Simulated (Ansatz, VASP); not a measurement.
One calculation of Cu, two programs

File INCAR:

```
PREC = Accurate ; ENCUT = 520
EDIFF = 1E-7 ; ISMEAR = 0
SIGMA = 0.1 ; LREAL = F
LASPH = T ; NELM = 100
ALGO = Normal ; ISIF = 2
LWAVE = F ; LCHARG = F
GGA = PE ; NBANDS = 12
```

Contents of KPOINTS:

```
regular mesh
0
Gamma
  9 9 8
```

POSCAR

```
Cu
1.0
    2.4315647400      0.0000000000      0.0000000000
   -1.2157823700      2.1057968357      0.0000000000
    0.0000000000      0.0000000000      2.2719933039
Cu
1
Direct
    0.0000000000      0.0000000000      0.0000000000
```

Input for Ansatz:

```yaml
crystal:
  lattice:
    - [2.43156474, 0.0, 0.0]
    - [-1.21578237, 2.1057968357, 0.0]
    - [0.0, 0.0, 2.2719933039]
  atoms:
    - { symbol: Cu, position: [0.0, 0.0, 0.0] }
basis:
  ecutwfc: 420
kpoints:
  mp_grid: { grid: [9, 9, 8] }
hamiltonian:
  xc: pbe
scf:
  occupations: { method: gaussian, width: 0.1 }
  lower_state_search: "off"
output:
  forces: true
  stress: true
  eigenvalues: true
```

Alike in both runs: task single point; functional PBE; k mesh 9 × 9 × 8; occupations gaussian, width 0.1 eV; no spin polarisation.

|  | VASP | Ansatz |
| --- | --- | --- |
| version | VASP 6.6.1 | Ansatz 0.2.0 |
| potentials or method | VASP PAW PBE potentials, release 64 (Cu), cutoff 520 eV | scalar-relativistic, plane waves, PAW |
| valence electrons in the cell | 11 | 19 |

Ansatz gave:

```
gap on the k mesh at the Fermi level (eV)                     : none
pressure (GPa)                                                : 17.5
traceless stress, the component that is largest in VASP (GPa) : 12.14
```

Question: Estimate VASP's values.

Answer: gap on the k mesh at the Fermi level (eV): none; pressure (GPa): 17.9; traceless stress, the component that is largest in VASP (GPa): 11.98.

A gap of «none» marks a metal or a gap that the smearing closes. With one functional, cell and mesh, what is left measures potentials, basis and numerics. VASP's potentials hold 11 valence electrons a cell and Ansatz's 19, so a difference there can come from the potentials and not from the codes.
